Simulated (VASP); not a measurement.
# Pt (Fm-3m) in VASP: notebook

Pt is run at these levels: PBE; tasks: single point.

Program: VASP 6.6.1. These are calculated values, not measurements. Logs are shortened: lines on timing, memory, paths and dates and some standing lists are left out, and cuts for length are marked.

## 1. The cell of the first run

The structure is cubic, space group Fm-3m (No. 225). Conventional cell: a = 3.889 Å, b = 3.889 Å, c = 3.889 Å, α = 90.00°, β = 90.00°, γ = 90.00°. Pt (site symmetry m-3m) has 12 Pt at 2.75 Å within 3.6 Å.

## 2. Single point, PBE (volume scaled by 0.94)

Input file INCAR:

```
PREC = Accurate ; ENCUT = 520
EDIFF = 1E-7 ; ISMEAR = 0
SIGMA = 0.1 ; LREAL = False
LASPH = True ; NELM = 60
ALGO = Fast ; ISIF = 2
LWAVE = False ; LCHARG = False
GGA = PE ; NBANDS = 11
```

Input file KPOINTS:

```
regular mesh
0
Gamma
  18 18 18
```

Input file POSCAR:

```
Pt
1.0
    0.0000000000      1.9445342428      1.9445342428
    1.9445342428      0.0000000000      1.9445342428
    1.9445342428      1.9445342428      0.0000000000
Pt
1
Direct
    0.0000000000      0.0000000000      0.0000000000
```

Potentials or basis: VASP PAW PBE potentials, release 64 (Pt).

The run is started by

```bash
> cat potpaw_PBE.64/Pt/POTCAR > POTCAR
> mpirun -np 1 vasp_std > vasp.out
```

OUTCAR:

```text
PREC = Accurate
   ENCUT = 520
   EDIFF = 1E-7
   ISMEAR = 0
   LREAL = False
   LASPH = True
   NELM = 60
   ISIF = 2
   GGA = PE

 ion  position               nearest neighbor table
   1  0.000  0.000  0.000-

  LATTYP: Found a face centered cubic cell.
 ALAT       =     3.8890684856

  Lattice vectors:

 A1 = (   0.0000000000,   1.9445342428,   1.9445342428)
 A2 = (   1.9445342428,   0.0000000000,   1.9445342428)
 A3 = (   1.9445342428,   1.9445342428,   0.0000000000)

Analysis of symmetry for initial positions (statically):
=====================================================================
 Subroutine PRICEL returns:
 Original cell was already a primitive cell.

 Routine SETGRP: Setting up the symmetry group for a
 face centered cubic supercell.

 Subroutine GETGRP returns: Found 48 space group operations
 (whereof 48 operations were pure point group operations)
 out of a pool of 48 trial point group operations.

The static configuration has the point symmetry O_h .

Analysis of symmetry for dynamics (positions and initial velocities):
=====================================================================
 Subroutine PRICEL returns:
 Original cell was already a primitive cell.

 Routine SETGRP: Setting up the symmetry group for a
 face centered cubic supercell.

 Subroutine GETGRP returns: Found 48 space group operations
 (whereof 48 operations were pure point group operations)
 out of a pool of 48 trial point group operations.

The dynamic configuration has the point symmetry O_h .

 Subroutine INISYM returns: Found 48 space group operations
 (whereof 48 operations are pure point group operations),
 and found     1 'primitive' translations

----------------------------------------------------------------------------------------

                                     Primitive cell

  volume of cell :      14.7054

  direct lattice vectors                    reciprocal lattice vectors
     0.000000000  1.944534243  1.944534243    -0.257130982  0.257130982  0.257130982
     1.944534243  0.000000000  1.944534243     0.257130982 -0.257130982  0.257130982
     1.944534243  1.944534243  0.000000000     0.257130982  0.257130982 -0.257130982

  length of vectors
     2.749986699  2.749986699  2.749986699     0.445363926  0.445363926  0.445363926

  position of ions in fractional coordinates (direct lattice)
     0.000000000  0.000000000  0.000000000

  ion indices of the primitive-cell ions
   primitive index   ion index
                 1           1

----------------------------------------------------------------------------------------

 KPOINTS: regular mesh

Automatic generation of k-mesh.
 Grid dimensions read from file:
 generate k-points for:   18   18   18

 Generating k-lattice:

  Cartesian coordinates                     Fractional coordinates (reciprocal lattice)
    -0.014285055  0.014285055  0.014285055     0.055555556  0.000000000  0.000000000
     0.014285055 -0.014285055  0.014285055     0.000000000  0.055555556  0.000000000
     0.014285055  0.014285055 -0.014285055     0.000000000  0.000000000  0.055555556

  Length of vectors
     0.024742440  0.024742440  0.024742440

  Shift w.r.t. Gamma in fractional coordinates (k-lattice)
     0.000000000  0.000000000  0.000000000

 Subroutine IBZKPT returns following result:
 ===========================================

 Found    195 irreducible k-points:

 Following reciprocal coordinates:
            Coordinates               Weight
  0.000000  0.000000  0.000000      1.000000
  0.055556  0.000000  0.000000      8.000000
  0.111111  0.000000  0.000000      8.000000
  0.166667  0.000000  0.000000      8.000000
  0.222222  0.000000  0.000000      8.000000
  0.277778  0.000000  0.000000      8.000000
[... 16 lines left out ...]
 -0.277778  0.055556  0.000000     24.000000
 -0.222222  0.055556  0.000000     24.000000
 [... further k-points ...]
   k-points           NKPTS =    195   k-points in BZ     NKDIM =    195   number of bands    NBANDS=     11
   number of dos      NEDOS =    301   number of ions     NIONS =      1
   total plane-waves  NPLWV =   8000
   dimension x,y,z NGX =    20 NGY =   20 NGZ =   20
   dimension x,y,z NGXF=    40 NGYF=   40 NGZF=   40
   ions per type =               1
   NGX,Y,Z   is equivalent  to a cutoff of  12.09, 12.09, 12.09 a.u.
   NGXF,Y,Z  is equivalent  to a cutoff of  24.18, 24.18, 24.18 a.u.
 SYSTEM =  unknown system
   PREC   = accura    normal or accurate (medium, high low for compatibility)
   ISTART =      0    job   : 0-new  1-cont  2-samecut
   ICHARG =      2    charge: 1-file 2-atom 10-const
   ISPIN  =      1    spin polarized calculation?
   LNONCOLLINEAR =      F non collinear calculations
   LSORBIT =      F    spin-orbit coupling
   LASPH  =      T    aspherical Exc in radial PAW
   ENCUT  =  520.0 eV  38.22 Ry    6.18 a.u.   5.11  5.11  5.11*2*pi/ulx,y,z
   NELM   =     60;   NELMIN=  2; NELMDL= -5     # of ELM steps
   EDIFF  = 0.1E-06   stopping-criterion for ELM
   LREAL  =      F    real-space projection
   EDIFFG = 0.1E-05   stopping-criterion for IOM
   NSW    =      0    number of steps for IOM
   IBRION =     -1    ionic relax: 0-MD 1-quasi-New 2-CG
   NFREE  =      0    steps in history (QN), initial steepest desc. (CG)
   ISIF   =      2    stress and relaxation
   ISYM   =      2    0-nonsym 1-usesym 2-fastsym
   POTIM  = 0.5000    time-step for ionic-motion
   TEBEG  =    0.0;   TEEND  =   0.0 temperature during run
   PSTRESS=    0.0 pullay stress
   NELECT =      10.0000    total number of electrons
   NUPDOWN=      -1.0000    fix difference up-down
   EMIN   =  10.00;   EMAX   =-10.00  energy-range for DOS
   EFERMI =   0.00;   METHOD = LEGACY
   ISMEAR =     0;   SIGMA  =   0.10  broadening in eV -4-tet -1-fermi 0-gaus
   EFERMI_NEDOS =   21; number of points for ismear=-14 and -15
   IALGO  =     68    algorithm
   IMIX   =      4    mixing-type and parameters
     AMIX     =   0.40;   BMIX     =  1.00
     AMIX_MAG =   1.60;   BMIX_MAG =  1.00
  volume/ion in A,a.u.               =      14.71        99.24
  Fermi-wavevector in a.u.,A,eV,Ry     =   1.439625  2.720496 28.198330  2.072519
  Thomas-Fermi vector in A             =   2.558459
   LORBIT       =      0    0 simple, 1 ext, 2 COOP (PROOUT), +10 PAW based schemes
   GGA     = PE    functional components
   LHFCALC =     F    Hartree Fock is set to
   AEXX    =    0.0000 exact exchange contribution
   IVDW    =     0    specifies the selected vdW correction
   LEPSILON=     F    determine dielectric tensor
   LRPA    =     F    only Hartree local field effects (RPA)
 non-spin polarized calculation
 RMM-DIIS sequential band-by-band and
 Gauss-broadening in eV      SIGMA  =   0.10
  energy-cutoff  :      520.00
  volume of cell :       14.71
 maximum number of plane-waves:       411
   NGX = 11   NGY = 11   NGZ = 11

 number of electron      10.0000000 magnetization

 Free energy of the ion-electron system (eV)
  ---------------------------------------------------
  ext. energy  EPLUGINS =         0.00000000
  ---------------------------------------------------
  free energy    TOTEN  =        -6.05260065 eV

  energy without entropy =       -6.04235577  energy(sigma->0) =       -6.04747821

 E-fermi :  11.7615     XC(G=0): -13.6431

 val. band max:       11.7596888108   @ k =  -0.3889   0.3889   0.1667
 cond. band min:      11.7639141669   @ k =  -0.3333   0.3889   0.1111
 fundamental gap:      0.0042253561
 Fermi energy:        11.7614519592

 k-point     1 :       0.0000    0.0000    0.0000
  band No.  band energies     occupation
      1       1.2535      2.00000
      2       7.8100      2.00000
      3       7.8100      2.00000
      4       7.8100      2.00000
      5      10.0564      2.00000
      6      10.0564      2.00000
      7      26.3217      0.00000
      8      31.4316      0.00000
      9      31.4316      0.00000
     10      31.4316      0.00000
     11      36.8696      0.00000

 k-point     2 :       0.0556    0.0000    0.0000
  band No.  band energies     occupation
      1       1.3812      2.00000
      2       7.7510      2.00000
      3       7.8617      2.00000
      4       7.8617      2.00000
      5      10.0264      2.00000
      6      10.0264      2.00000
      7      26.5254      0.00000
      8      30.7610      0.00000
      9      31.6317      0.00000
     10      31.6317      0.00000
     11      37.6277      0.00000

 k-point     3 :       0.1111    0.0000    0.0000
  band No.  band energies     occupation
      1       1.7525      2.00000
      2       7.5999      2.00000
      3       7.9971      2.00000
      4       7.9971      2.00000
      5       9.9622      2.00000
      6       9.9622      2.00000
      7      27.0825      0.00000
      8      29.3586      0.00000
      9      32.2143      0.00000
     10      32.2143      0.00000
     11      38.5853      0.00000

 k-point     4 :       0.1667    0.0000    0.0000
  band No.  band energies     occupation
      1       2.3257      2.00000
      2       7.4316      2.00000
      3       8.1494      2.00000
      4       8.1494      2.00000
      5       9.9439      2.00000
      6       9.9439      2.00000
      7      27.7672      0.00000
      8      27.8003      0.00000
      9      33.1243      0.00000
     10      33.1243      0.00000
     11      37.0532      0.00000
[... 239 lines left out ...]
 k-point    22 :      -0.3333    0.0556    0.0000
  band No.  band energies     occupation
      1       4.1838      2.00000
      2       7.9075      2.00000
      3       8.0245      2.00000
      4       8.4655      2.00000
      5      10.7721      2.00000
      6      11.5483      1.99742
      7      21.6266      0.00000
      8      27.0689      0.00000
      9      31.6507      0.00000
     10      33.6327      0.00000
     11      36.7747      0.00000

 k-point    23 :      -0.2778    0.0556    0.0000
  band No.  band energies     occupation
      1       3.8977      2.00000
      2       7.6379      2.00000
      3       8.0993      2.00000
      4       8.1765      2.00000
      5      10.2553      2.00000
      6      11.0215      2.00000
      7      23.6812      0.00000
      8      27.8305      0.00000
      9      32.6187      0.00000
     10      35.1183      0.00000
     11      35.5081      0.00000

 k-point    24 :      -0.2222    0.0556    0.0000
  band No.  band energies     occupation
      1       3.3401      2.00000
      2       7.2975      2.00000
      3       8.2147      2.00000
      4       8.2852      2.00000
      5       9.8485      2.00000
      6      10.5611      2.00000
      7      25.5822      0.00000
      8      28.3627      0.00000
      9      33.0918      0.00000
     10      34.4420      0.00000
     11      35.6972      0.00000

 [... further k-points ...]
[... 5 lines left out ...]
  --------------------------------------------------------------------------------------
  -------------------------------------------------------------------------------------
  Total        1.6134730      1.6134730      1.6134730      0.0000000      0.0000000      0.0000000
  in kB      175.7905393    175.7905393    175.7905393      0.0000000      0.0000000      0.0000000
  external PRESSURE =     175.7905393 kB  Pullay stress =       0.0000000 kB

 VOLUME and BASIS-vectors are now :
 -----------------------------------------------------------------------------
  energy-cutoff  :      520.00
  volume of cell :       14.71
      direct lattice vectors                 reciprocal lattice vectors
     0.000000000  1.944534243  1.944534243    -0.257130982  0.257130982  0.257130982
     1.944534243  0.000000000  1.944534243     0.257130982 -0.257130982  0.257130982
     1.944534243  1.944534243  0.000000000     0.257130982  0.257130982 -0.257130982

 POSITION                                       TOTAL-FORCE (eV/Angst)
 -----------------------------------------------------------------------------------
      0.00000      0.00000      0.00000        -0.000000      0.000000      0.000000
 -----------------------------------------------------------------------------------
    total drift:                               -0.000000     -0.000000     -0.000000

  FREE ENERGIE OF THE ION-ELECTRON SYSTEM (eV)
  ---------------------------------------------------
  free  energy   TOTEN  =        -6.0526006452 eV

  energy  without entropy=       -6.0423557706  energy(sigma->0) =       -6.04747821
```

Wall time 70 s (1 thread of AMD EPYC 7R13, shared host); peak memory 0.12 GiB.

What came out:

```yaml
Free_energy: -6.0526 eV
Pressure: 17.6 GPa
Band_gap_on_the_k_mesh: zero (band 5 reaches 12.28 eV, above the bottom of band 6 at 9.94 eV)
```

Caveat: spin-orbit coupling is left out, which moves the levels of the heavy elements.

(Continued in part 2 of 2.)
